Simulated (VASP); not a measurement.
# Si (Fd-3m) in VASP: single point with LDA

Aim: the single point of Si with LDA.

Everything below comes from runs of VASP 6.6.1. Logs are shortened: lines on timing, memory, paths and dates and some standing lists are left out, and cuts for length are marked.

## 1. The cell of the first run

The structure is cubic, space group Fd-3m (No. 227). The conventional cell has a = 5.402 Å, b = 5.402 Å, c = 5.402 Å, α = 90.00°, β = 90.00°, γ = 90.00°. Within 3.1 Å of Si (site symmetry -43m) lie 4 Si at 2.34 Å.

## 2. Single point, LDA (19.70 Å³/atom)

POSCAR reads:

```
Si
1.0
    0.0000000000      2.7009353304      2.7009353304
    2.7009353304      0.0000000000      2.7009353304
    2.7009353304      2.7009353304      0.0000000000
Si
2
Direct
   -0.1250000000     -0.1250000000     -0.1250000000
    0.1250000000      0.1250000000      0.1250000000
```

INCAR.step1 reads:

```
SYSTEM = Si
ALGO     = Normal         ! electronic algorithm
EDIFF    = 1E-6           ! SCF threshold, eV
ENCUT    = 400            ! plane-wave cutoff, eV
GGA_COMPAT= .FALSE.      
ISIF     = 2              ! what is computed and relaxed
ISMEAR   = -1             ! smearing method
LASPH    = .TRUE.         ! aspherical terms in the spheres
LCHARG   = .TRUE.         ! write CHGCAR
LORBIT   = 11             ! projections on sites
LREAL    = .FALSE.        ! projectors in reciprocal space
LWAVE    = .FALSE.        ! write WAVECAR
NBANDS   = 11             ! bands
NEDOS    = 2001           ! points of the DOS
NELM     = 120            ! most SCF steps
PREC     = Accurate       ! precision mode
SIGMA    = 0.08           ! smearing width, eV
```

KPOINTS.step1 reads:

```
k-points
0
G
  12 12 12
  0 0 0
```

INCAR.step2 reads:

```
SYSTEM = Si
ALGO     = Normal         ! electronic algorithm
EDIFF    = 1E-6           ! SCF threshold, eV
ENCUT    = 400            ! plane-wave cutoff, eV
GGA_COMPAT= .FALSE.      
ICHARG   = 11             ! starting density
ISIF     = 2              ! what is computed and relaxed
ISMEAR   = -5             ! smearing method
LASPH    = .TRUE.         ! aspherical terms in the spheres
LCHARG   = .FALSE.        ! write CHGCAR
LORBIT   = 11             ! projections on sites
LREAL    = .FALSE.        ! projectors in reciprocal space
LWAVE    = .FALSE.        ! write WAVECAR
NBANDS   = 11             ! bands
NEDOS    = 2001           ! points of the DOS
NELM     = 120            ! most SCF steps
PREC     = Accurate       ! precision mode
SIGMA    = 0.08           ! smearing width, eV
```

KPOINTS.step2 reads:

```
k-points
0
G
  18 18 18
  0 0 0
```

Potentials or basis: VASP PAW LDA potentials, release 64 (Si).

Launch:

```sh
$ cat potpaw_LDA.64/Si/POTCAR > POTCAR
$ cp INCAR.step1 INCAR
$ cp KPOINTS.step1 KPOINTS
$ mpirun -np 1 vasp_std > vasp.out
$ cp INCAR.step2 INCAR
$ cp KPOINTS.step2 KPOINTS
$ mpirun -np 1 vasp_std > vasp.out
```

OUTCAR:

```text
SYSTEM = Si
   EDIFF = 1E-6
   ENCUT = 400
   ICHARG = 11
   ISIF = 2
   ISMEAR = -5
   LASPH = .TRUE.
   LORBIT = 11
   LREAL = .FALSE.
   NELM = 120
   PREC = Accurate

 ion  position               nearest neighbor table
   1  0.875  0.875  0.875-   2 2.34   2 2.34   2 2.34   2 2.34
   2  0.125  0.125  0.125-   1 2.34   1 2.34   1 2.34   1 2.34

  LATTYP: Found a face centered cubic cell.
 ALAT       =     5.4018706608

  Lattice vectors:

 A1 = (   0.0000000000,   2.7009353304,   2.7009353304)
 A2 = (   2.7009353304,   0.0000000000,   2.7009353304)
 A3 = (   2.7009353304,   2.7009353304,   0.0000000000)

Analysis of symmetry for initial positions (statically):
=====================================================================
 Subroutine PRICEL returns:
 Original cell was already a primitive cell.

 Routine SETGRP: Setting up the symmetry group for a
 face centered cubic supercell.

 Subroutine GETGRP returns: Found 48 space group operations
 (whereof 12 operations were pure point group operations)
 out of a pool of 48 trial point group operations.

The static configuration has the point symmetry D_3d.
 The point group associated with its full space group is O_h .

Analysis of symmetry for dynamics (positions and initial velocities):
=====================================================================
 Subroutine PRICEL returns:
 Original cell was already a primitive cell.

 Routine SETGRP: Setting up the symmetry group for a
 face centered cubic supercell.

 Subroutine GETGRP returns: Found 48 space group operations
 (whereof 12 operations were pure point group operations)
 out of a pool of 48 trial point group operations.

The dynamic configuration has the point symmetry D_3d.
 The point group associated with its full space group is O_h .

 Subroutine INISYM returns: Found 48 space group operations
 (whereof 12 operations are pure point group operations),
 and found     1 'primitive' translations

----------------------------------------------------------------------------------------

                                     Primitive cell

  volume of cell :      39.4069

  direct lattice vectors                    reciprocal lattice vectors
     0.000000000  2.700935330  2.700935330    -0.185121056  0.185121056  0.185121056
     2.700935330  0.000000000  2.700935330     0.185121056 -0.185121056  0.185121056
     2.700935330  2.700935330  0.000000000     0.185121056  0.185121056 -0.185121056

  length of vectors
     3.819699375  3.819699375  3.819699375     0.320639074  0.320639074  0.320639074

  position of ions in fractional coordinates (direct lattice)
     0.875000000  0.875000000  0.875000000
     0.125000000  0.125000000  0.125000000

  ion indices of the primitive-cell ions
   primitive index   ion index
                 1           1
[... 97 lines left out ...]
  Fermi-wavevector in a.u.,A,eV,Ry     =   0.962160  1.818219 12.595619  0.925752
  Thomas-Fermi vector in A             =   2.091595
   LORBIT       =     11    0 simple, 1 ext, 2 COOP (PROOUT), +10 PAW based schemes
   GGA     = CA    functional components
   LHFCALC =     F    Hartree Fock is set to
   AEXX    =    0.0000 exact exchange contribution
   IVDW    =     0    specifies the selected vdW correction
   LEPSILON=     F    determine dielectric tensor
   LRPA    =     F    only Hartree local field effects (RPA)
 non-spin polarized calculation
 Fermi weights with tetrahedron method with Bloechl corrections
  energy-cutoff  :      400.00
  volume of cell :       39.41
 maximum number of plane-waves:       726
 NGX is ok and might be reduce to    28

 number of electron       8.0000001 magnetization

 Free energy of the ion-electron system (eV)
  ---------------------------------------------------
  ext. energy  EPLUGINS =         0.00000000
  ---------------------------------------------------
  free energy    TOTEN  =       -11.91946928 eV

  energy without entropy =      -11.91946928  energy(sigma->0) =      -11.91946928

 E-fermi :   5.9464     XC(G=0):  -9.6660

 val. band max:        5.9334415830   @ k =   0.0000   0.0000   0.0000
 cond. band min:       6.3848887063   @ k =   0.4444   0.4444   0.0000
 fundamental gap:      0.4514471233
 Fermi energy:         5.9464444080

 k-point     1 :       0.0000    0.0000    0.0000
  band No.  band energies     occupation
      1      -6.1334      2.00000
      2       5.9334      2.00000
      3       5.9334      2.00000
      4       5.9334      2.00000
      5       8.4648      0.00000
      6       8.4648      0.00000
      7       8.4648      0.00000
      8       9.3261      0.00000
      9      13.6717      0.00000
     10      13.6717      0.00000
     11      13.6795      0.00000
[... 309 lines left out ...]
 k-point    24 :      -0.2222    0.0556    0.0000
  band No.  band energies     occupation
      1      -5.3432      2.00000
      2       2.1341      2.00000
      3       4.6960      2.00000
      4       5.3663      2.00000
      5       8.2128      0.00000
      6       9.2504      0.00000
      7       9.5749      0.00000
      8      12.2756      0.00000
      9      12.5750      0.00000
     10      13.9581      0.00000
     11      15.0426      0.00000

 [... further k-points ...]

------------------------ aborting loop because EDIFF is reached ----------------------------------------

  FORCE on cell =-STRESS in cart. coord.  units (eV):
  Direction    XX          YY          ZZ          XY          YZ          ZX
  --------------------------------------------------------------------------------------
  -------------------------------------------------------------------------------------
  Total        0.0128496      0.0128496      0.0128496     -0.0000000     -0.0000000      0.0000000
  in kB        0.5224289      0.5224289      0.5224289     -0.0000000     -0.0000000      0.0000000
  external PRESSURE =       0.5224289 kB  Pullay stress =       0.0000000 kB

 VOLUME and BASIS-vectors are now :
 -----------------------------------------------------------------------------
  energy-cutoff  :      400.00
  volume of cell :       39.41
      direct lattice vectors                 reciprocal lattice vectors
     0.000000000  2.700935330  2.700935330    -0.185121056  0.185121056  0.185121056
     2.700935330  0.000000000  2.700935330     0.185121056 -0.185121056  0.185121056
     2.700935330  2.700935330  0.000000000     0.185121056  0.185121056 -0.185121056

 POSITION                                       TOTAL-FORCE (eV/Angst)
 -----------------------------------------------------------------------------------
      4.72664      4.72664      4.72664         0.000000      0.000000      0.000000
      0.67523      0.67523      0.67523        -0.000000     -0.000000     -0.000000
 -----------------------------------------------------------------------------------
    total drift:                               -0.000000     -0.000000     -0.000000

  FREE ENERGIE OF THE ION-ELECTRON SYSTEM (eV)
  ---------------------------------------------------
  free  energy   TOTEN  =       -11.9194692759 eV

  energy  without entropy=      -11.9194692759  energy(sigma->0) =      -11.91946928

 total charge

# of ion       s       p       d       tot
------------------------------------------
    1        0.759   0.957   0.000   1.716
    2        0.759   0.957   0.000   1.716
--------------------------------------------------
tot          1.518   1.915   0.000   3.432
```

OSZICAR.step1:

```text
N       E                     dE             d eps       ncg     rms          rms(c)
DAV:   1     0.132333318760E+01    0.13233E+01   -0.26503E+03  1592   0.469E+02
DAV:   2    -0.118500567530E+02   -0.13173E+02   -0.12616E+02  2162   0.720E+01
DAV:   3    -0.121882393795E+02   -0.33818E+00   -0.33729E+00  2044   0.101E+01
DAV:   4    -0.121907576358E+02   -0.25183E-02   -0.25180E-02  1837   0.109E+00
DAV:   5    -0.121907847673E+02   -0.27131E-04   -0.27132E-04  2046   0.102E-01    0.510E+00
DAV:   6    -0.120036130286E+02    0.18717E+00   -0.10915E-01  1796   0.131E+00    0.305E+00
DAV:   7    -0.119192625120E+02    0.84351E-01   -0.19235E-01  1834   0.179E+00    0.244E-01
DAV:   8    -0.119194320581E+02   -0.16955E-03   -0.81362E-03  1800   0.491E-01    0.836E-02
DAV:   9    -0.119194024465E+02    0.29612E-04   -0.22935E-04  1958   0.788E-02    0.635E-02
DAV:  10    -0.119194074579E+02   -0.50114E-05   -0.17015E-05  1834   0.238E-02    0.281E-02
DAV:  11    -0.119194073075E+02    0.15045E-06   -0.93893E-07  1277   0.514E-03
   1 F= -.11919407E+02 E0= -.11919139E+02  d E =-.536321E-03
```

Run time: 30 s. Hardware: 1 thread of AMD EPYC 9R45 (Zen 5), shared host; peak memory 0.13 GiB.

What came out:

```
Valence electrons inside the program's atomic spheres : Si 1.72
```
